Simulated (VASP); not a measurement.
Input of a VASP 6.6.1 run:

The input INCAR:

```
ALGO     = Normal         # electronic algorithm
EDIFF    = 1E-6           # SCF threshold, eV
ENCUT    = 520            # plane-wave cutoff, eV
GGA      = CA             # functional
ISIF     = 2              # what is computed and relaxed
ISMEAR   = -1             # smearing method
LASPH    = T              # aspherical terms in the spheres
LCHARG   = T              # write CHGCAR
LELF     = T              # ELF
LREAL    = F              # projectors in reciprocal space
LVHAR    = T            
LWAVE    = F              # write WAVECAR
NBANDS   = 10             # bands
NELM     = 100            # most SCF steps
PREC     = Accurate       # precision mode
SIGMA    = 0.1            # smearing width, eV
```

KPOINTS

```
k-points
0
Gamma
  16 16 16
```

File POSCAR:

```
Os
1.0
    0.0000000000      1.9513396820      1.9513396820
    1.9513396820      0.0000000000      1.9513396820
    1.9513396820      1.9513396820      0.0000000000
Os
1
Direct
    0.0000000000      0.0000000000      0.0000000000
```

Potentials or basis: VASP PAW LDA potentials, release 64 (Os).

The run is started by

```bash
$ cat potpaw_LDA.64/Os/POTCAR > POTCAR
$ mpirun -np 1 vasp_std > vasp.out
```

Q: What does it give for the pressure?

A: -27.9 GPa.

Q: What does it give for the band gap on the k mesh?

A: Zero (band 4 reaches 10.70 eV, above the bottom of band 5 at 6.85 eV).

Caveat: spin-orbit coupling is left out, which moves the levels of the heavy elements.
